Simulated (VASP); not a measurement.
# Co (P6_3/mmc) in VASP: notebook

Runs on Co. Level: B3LYP5. Tasks: single point.

All numbers are computed with VASP 6.6.1; they aren't measurements. Logs are shortened: lines on timing, memory, paths and dates and some standing lists are left out, and cuts for length are marked.

## Step 1: The cell of the first run

It takes space group P6_3/mmc (No. 194, hexagonal). Conventional cell: a = 2.505 Å, b = 2.505 Å, c = 4.074 Å, α = 90.00°, β = 90.00°, γ = 120.00°. Within 3.3 Å of Co (site symmetry -6m2) lie 12 Co at 2.50 Å.

## Step 2: Single point, B3LYP5, collinear spin, ferromagnetic start

POSCAR

```
Co
1.0
    2.5045299482      0.0000000000      0.0000000000
   -1.2522649741      2.1689865596      0.0000000000
    0.0000000000      0.0000000000      4.0740599388
Co
2
Direct
    0.6666666667      0.3333333333      0.7500000000
    0.3333333333      0.6666666667      0.2500000000
```

INCAR.step1

```
SYSTEM = Co
ALGO = Normal
EDIFF = 1E-5
ENCUT = 520
GGA = PE
ISIF = 2
ISMEAR = -1
ISPIN = 2
LASPH = .TRUE.
LCHARG = .FALSE.
LMAXMIX = 4
LORBIT = 11
LREAL = .FALSE.
LWAVE = .TRUE.
MAGMOM = 2 2
NBANDS = 20
NELM = 150
PREC = Accurate
SIGMA = 0.05
```

INCAR.step2

```
SYSTEM = Co
AEXX = 0.2
AGGAC = 0.81
AGGAX = 0.72
ALDAC = 0.19
ALGO = Normal
EDIFF = 1E-7
ENCUT = 520
GGA = B5
ISIF = 2
ISMEAR = -1
ISPIN = 2
ISTART = 1
LASPH = .TRUE.
LCHARG = .FALSE.
LHFCALC = .TRUE.
LMAXMIX = 4
LORBIT = 11
LREAL = .FALSE.
LWAVE = .FALSE.
MAGMOM = 2 2
NBANDS = 20
NELM = 150
PREC = Accurate
PRECFOCK = Normal
SIGMA = 0.05
```

KPOINTS

```
k-points
0
G
  6 6 4
  0 0 0
```

Potentials or basis: VASP PAW PBE potentials, release 64 (Co).

Launch:

```sh
$ cat potpaw_PBE.64/Co/POTCAR > POTCAR
$ cp INCAR.step1 INCAR
$ mpirun -np 1 vasp_std > vasp.out
$ cp INCAR.step2 INCAR
$ mpirun -np 1 vasp_std > vasp.out
```

OUTCAR:

```text
SYSTEM = Co
   AEXX = 0.2
   EDIFF = 1E-7
   ENCUT = 520
   GGA = B5
   ISIF = 2
   ISMEAR = -1
   ISPIN = 2
   ISTART = 1
   LASPH = .TRUE.
   LHFCALC = .TRUE.
   LORBIT = 11
   LREAL = .FALSE.
   NELM = 150
   PREC = Accurate
   PRECFOCK = Normal

 ion  position               nearest neighbor table
   1  0.667  0.333  0.750-   2 2.50   2 2.50   2 2.50   2 2.50   2 2.50   2 2.50
   2  0.333  0.667  0.250-   1 2.50   1 2.50   1 2.50   1 2.50   1 2.50   1 2.50

  LATTYP: Found a hexagonal cell.
 ALAT       =     2.5045299482
 C/A-ratio  =     1.6266764715

  Lattice vectors:

 A1 = (   2.5045299482,   0.0000000000,   0.0000000000)
 A2 = (  -1.2522649741,   2.1689865596,   0.0000000000)
 A3 = (   0.0000000000,   0.0000000000,   4.0740599388)

Analysis of symmetry for initial positions (statically):
=====================================================================
 Subroutine PRICEL returns:
 Original cell was already a primitive cell.

 Routine SETGRP: Setting up the symmetry group for a
 hexagonal supercell.

 Subroutine GETGRP returns: Found 24 space group operations
 (whereof 12 operations were pure point group operations)
 out of a pool of 24 trial point group operations.

The static configuration has the point symmetry D_3d.
 The point group associated with its full space group is D_6h.

Analysis of symmetry for dynamics (positions and initial velocities):
=====================================================================
 Subroutine PRICEL returns:
 Original cell was already a primitive cell.

 Routine SETGRP: Setting up the symmetry group for a
 hexagonal supercell.

 Subroutine GETGRP returns: Found 24 space group operations
 (whereof 12 operations were pure point group operations)
 out of a pool of 24 trial point group operations.

The dynamic configuration has the point symmetry D_3d.
 The point group associated with its full space group is D_6h.

Analysis of structural, dynamic, and magnetic symmetry:
=====================================================================
 Subroutine PRICEL returns:
 Original cell was already a primitive cell.

 Routine SETGRP: Setting up the symmetry group for a
 hexagonal supercell.

 Subroutine GETGRP returns: Found 24 space group operations
 (whereof 12 operations were pure point group operations)
 out of a pool of 24 trial point group operations.

The overall configuration has the point symmetry D_3d.
 The point group associated with its full space group is D_6h.

 Subroutine INISYM returns: Found 24 space group operations
 (whereof 12 operations are pure point group operations),
 and found     1 'primitive' translations

----------------------------------------------------------------------------------------

                                     Primitive cell

  volume of cell :      22.1315

  direct lattice vectors                    reciprocal lattice vectors
     2.504529948  0.000000000  0.000000000     0.399276519  0.230522406  0.000000000
    -1.252264974  2.168986560  0.000000000     0.000000000  0.461044812  0.000000000
     0.000000000  0.000000000  4.074059939     0.000000000  0.000000000  0.245455397

  length of vectors
     2.504529948  2.504529948  4.074059939     0.461044812  0.461044812  0.245455397

  position of ions in fractional coordinates (direct lattice)
     0.666666667  0.333333333  0.750000000
     0.333333333  0.666666667  0.250000000

  ion indices of the primitive-cell ions
   primitive index   ion index
                 1           1
                 2           2

----------------------------------------------------------------------------------------

 KPOINTS: k-points

Automatic generation of k-mesh.
 Grid dimensions read from file:
 generate k-points for:    6    6    4

 Generating k-lattice:

  Cartesian coordinates                     Fractional coordinates (reciprocal lattice)
     0.066546087  0.038420401  0.000000000     0.166666667  0.000000000  0.000000000
     0.000000000  0.076840802  0.000000000     0.000000000  0.166666667  0.000000000
     0.000000000  0.000000000  0.061363849     0.000000000  0.000000000  0.250000000

  Length of vectors
     0.076840802  0.076840802  0.061363849

  Shift w.r.t. Gamma in fractional coordinates (k-lattice)
     0.000000000  0.000000000  0.000000000

 Subroutine IBZKPT returns following result:
 ===========================================

 Found     21 irreducible k-points:

 Following reciprocal coordinates:
            Coordinates               Weight
  0.000000  0.000000  0.000000      1.000000
  0.166667  0.000000  0.000000      6.000000
  0.333333 -0.000000  0.000000      6.000000
  0.500000  0.000000  0.000000      3.000000
  0.166667  0.166667  0.000000      6.000000
  0.333333  0.166667  0.000000     12.000000
[... 13 lines left out ...]
  0.333333  0.166667  0.500000     12.000000
  0.333333  0.333333  0.500000      2.000000
   k-points           NKPTS =     21   k-points in BZ     NKDIM =    144   number of bands    NBANDS=     20
   number of dos      NEDOS =    301   number of ions     NIONS =      2
   total plane-waves  NPLWV =  12000
   dimension x,y,z NGX =    20 NGY =   20 NGZ =   30
   dimension x,y,z NGXF=    40 NGYF=   40 NGZF=   60
   ions per type =               2
   NGX,Y,Z   is equivalent  to a cutoff of  13.28, 13.28, 12.24 a.u.
   NGXF,Y,Z  is equivalent  to a cutoff of  26.55, 26.55, 24.48 a.u.
 SYSTEM =  Co
   PREC   = accura    normal or accurate (medium, high low for compatibility)
   ISTART =      1    job   : 0-new  1-cont  2-samecut
   ICHARG =      0    charge: 1-file 2-atom 10-const
   ISPIN  =      2    spin polarized calculation?
   LNONCOLLINEAR =      F non collinear calculations
   LSORBIT =      F    spin-orbit coupling
   LASPH  =      T    aspherical Exc in radial PAW
   ENCUT  =  520.0 eV  38.22 Ry    6.18 a.u.   4.66  4.66  7.58*2*pi/ulx,y,z
   NELM   =    150;   NELMIN=  2; NELMDL=  0     # of ELM steps
   EDIFF  = 0.1E-06   stopping-criterion for ELM
   LREAL  =      F    real-space projection
   EDIFFG = 0.1E-05   stopping-criterion for IOM
   NSW    =      0    number of steps for IOM
   IBRION =     -1    ionic relax: 0-MD 1-quasi-New 2-CG
   NFREE  =      0    steps in history (QN), initial steepest desc. (CG)
   ISIF   =      2    stress and relaxation
   ISYM   =      3    0-nonsym 1-usesym 2-fastsym
   POTIM  = 0.5000    time-step for ionic-motion
   TEBEG  =    0.0;   TEEND  =   0.0 temperature during run
   PSTRESS=    0.0 pullay stress
   NELECT =      18.0000    total number of electrons
   NUPDOWN=      -1.0000    fix difference up-down
   EMIN   =  10.00;   EMAX   =-10.00  energy-range for DOS
   EFERMI =   0.00;   METHOD = LEGACY
   ISMEAR =    -1;   SIGMA  =   0.05  broadening in eV -4-tet -1-fermi 0-gaus
   EFERMI_NEDOS =   21; number of points for ismear=-14 and -15
   IALGO  =     38    algorithm
   IMIX   =      1    mixing-type and parameters
     AMIX     =   0.40;   BMIX     =  1.00
     AMIX_MAG =   1.60;   BMIX_MAG =  1.00
  volume/ion in A,a.u.               =      11.07        74.68
  Fermi-wavevector in a.u.,A,eV,Ry     =   1.528137  2.887759 31.772343  2.335201
  Thomas-Fermi vector in A             =   2.635937
   LORBIT       =     11    0 simple, 1 ext, 2 COOP (PROOUT), +10 PAW based schemes
   GGA     = B5    functional components
   LHFCALC =     T    Hartree Fock is set to
   PRECFOCK=normal    Normal, Fast or Accurate (Low or Medium for compatibility)
   ENCUT4O =  -1.0   cutoff for four orbital integrals eV
   NKREDX  =     1    reduce k-point grid by
   NKREDY  =     1    reduce k-point grid by
   NKREDZ  =     1    reduce k-point grid by
   AEXX    =    0.2000 exact exchange contribution
   HFSCREEN=    0.0000 screening length (either q_TF or 0.3 A-1)
   HFSCREENC=   0.0000 screening length for correlation (either q_TF or 0.3 A-1)
   ENCUTFOCK=  -1.0 apply spherical cutoff to Coloumb kernel
   IVDW    =     0    specifies the selected vdW correction
   LEPSILON=     F    determine dielectric tensor
   LRPA    =     F    only Hartree local field effects (RPA)
 spin polarized calculation
  energy-cutoff  :      520.00
  volume of cell :       22.13
 maximum number of plane-waves:       604
 NGX is ok and might be reduce to    20
  NGX = 14; NGY = 14; NGZ = 24

 number of electron      18.0000003 magnetization       3.5277723

 Free energy of the ion-electron system (eV)
  ---------------------------------------------------
  ext. energy  EPLUGINS =         0.00000000
  ---------------------------------------------------
  free energy    TOTEN  =       -16.81303374 eV

  energy without entropy =      -16.81165127  energy(sigma->0) =      -16.81234251

 E-fermi :  10.4454     XC(G=0): -10.4986

 val. band max:       10.3191850520   @ k =   0.3333  -0.0000   0.5000
 cond. band min:      10.8046919245   @ k =   0.3333   0.1667   0.5000
 fundamental gap:      0.4855068726
 Fermi energy:        10.4454265111

 spin component 1

 k-point     1 :       0.0000    0.0000    0.0000
  band No.  band energies     occupation
      1       0.4661      1.00000
      2       3.3795      1.00000
      3       5.5146      1.00000
      4       5.5968      1.00000
      5       5.5968      1.00000
      6       5.8879      1.00000
[... 12 lines left out ...]
     19      37.5428      0.00000
     20      37.5428      0.00000

 k-point     2 :       0.1667    0.0000    0.0000
  band No.  band energies     occupation
      1       1.4964      1.00000
      2       3.8436      1.00000
      3       5.1360      1.00000
      4       5.4948      1.00000
      5       5.6915      1.00000
      6       5.8785      1.00000
[... 12 lines left out ...]
     19      37.9575      0.00000
     20      40.1178      0.00000
[... 395 lines left out ...]
      2       3.8451      1.00000
      3       4.7687      1.00000
      4       4.7687      1.00000
      5       5.8135      1.00000
      6       5.8135      1.00000
[... 12 lines left out ...]
     19      37.2518      0.00000
     20      37.2518      0.00000

 k-point    21 :       0.3333    0.3333    0.5000
  band No.  band energies     occupation
      1       4.3885      1.00000
      2       4.3885      1.00000
      3       4.6929      1.00000
      4       4.6929      1.00000
      5       5.5092      1.00000
      6       5.5092      1.00000
[... 12 lines left out ...]
     19      35.0508      0.00000
     20      35.0508      0.00000
 Fermi energy:        10.4454265111

 spin component 2

 k-point     1 :       0.0000    0.0000    0.0000
  band No.  band energies     occupation
      1       0.1211      1.00000
      2       5.0941      1.00000
      3       8.7305      1.00000
      4       8.8982      1.00000
      5       8.8982      1.00000
      6       9.2503      1.00000
[... 12 lines left out ...]
     19      37.9816      0.00000
     20      37.9816      0.00000

 k-point     2 :       0.1667    0.0000    0.0000
  band No.  band energies     occupation
      1       1.1625      1.00000
      2       5.7763      1.00000
      3       8.1168      1.00000
      4       8.1617      1.00000
      5       8.9103      1.00000
      6       9.5676      1.00000
[... 12 lines left out ...]
     19      38.0571      0.00000
     20      40.2892      0.00000
[... 396 lines left out ...]
      3       7.5069      1.00000
      4       7.5069      1.00000
      5       8.6507      1.00000
      6       8.6507      1.00000
[... 12 lines left out ...]
     19      37.5352      0.00000
     20      37.5352      0.00000

 k-point    21 :       0.3333    0.3333    0.5000
  band No.  band energies     occupation
      1       7.1441      1.00000
      2       7.1441      1.00000
      3       7.1634      1.00000
      4       7.1634      1.00000
      5       8.0186      1.00000
      6       8.0186      1.00000
[... 12 lines left out ...]
     19      35.2006      0.00000
     20      35.2006      0.00000

------------------------ aborting loop because EDIFF is reached ----------------------------------------

  FORCE on cell =-STRESS in cart. coord.  units (eV):
  Direction    XX          YY          ZZ          XY          YZ          ZX
  --------------------------------------------------------------------------------------
  -------------------------------------------------------------------------------------
  Total       -0.4539273     -0.4539273      0.6626763      0.0000000     -0.0000000      0.0000000
  in kB      -32.8614269    -32.8614269     47.9735127      0.0000000     -0.0000000      0.0000000
  external PRESSURE =      -5.9164470 kB  Pullay stress =       0.0000000 kB

 VOLUME and BASIS-vectors are now :
 -----------------------------------------------------------------------------
  energy-cutoff  :      520.00
  volume of cell :       22.13
      direct lattice vectors                 reciprocal lattice vectors
     2.504529948  0.000000000  0.000000000     0.399276519  0.230522406  0.000000000
    -1.252264974  2.168986560  0.000000000     0.000000000  0.461044812  0.000000000
     0.000000000  0.000000000  4.074059939     0.000000000  0.000000000  0.245455397

 POSITION                                       TOTAL-FORCE (eV/Angst)
 -----------------------------------------------------------------------------------
      1.25226      0.72300      3.05554         0.000000     -0.000000     -0.000000
     -0.00000      1.44599      1.01851        -0.000000      0.000000      0.000000
 -----------------------------------------------------------------------------------
    total drift:                               -0.000000     -0.000000      0.000000

  FREE ENERGIE OF THE ION-ELECTRON SYSTEM (eV)
  ---------------------------------------------------
  free  energy   TOTEN  =       -16.8130337400 eV

  energy  without entropy=      -16.8116512701  energy(sigma->0) =      -16.81234251

 total charge

# of ion       s       p       d       tot
------------------------------------------
    1        0.479   0.489   7.317   8.286
    2        0.479   0.489   7.317   8.286
--------------------------------------------------
tot          0.959   0.979  14.634  16.572

 magnetization (x)

# of ion       s       p       d       tot
------------------------------------------
    1       -0.028  -0.099   1.940   1.814
    2       -0.028  -0.099   1.940   1.814
--------------------------------------------------
tot         -0.055  -0.197   3.880   3.628
```

Run time: 2.3 h. Hardware: 1 thread of Intel Xeon Platinum 8175M at 2.50GHz (Skylake/Cascade Lake), shared host; peak memory 0.16 GiB.

What came out:

```
Free energy                                           : -16.8130 eV
Pressure                                              : -0.6 GPa
Net moment                                            : 3.53 μB per cell
Site moments                                          : Co +1.81 μB
Valence electrons inside the program's atomic spheres : Co 8.29
```

Caveat: the k points lie up to 0.48 Å⁻¹ apart; the PAW data sets were made with another functional, which shifts forces and pressure a little.

(Part 1 of 2 ends here.)
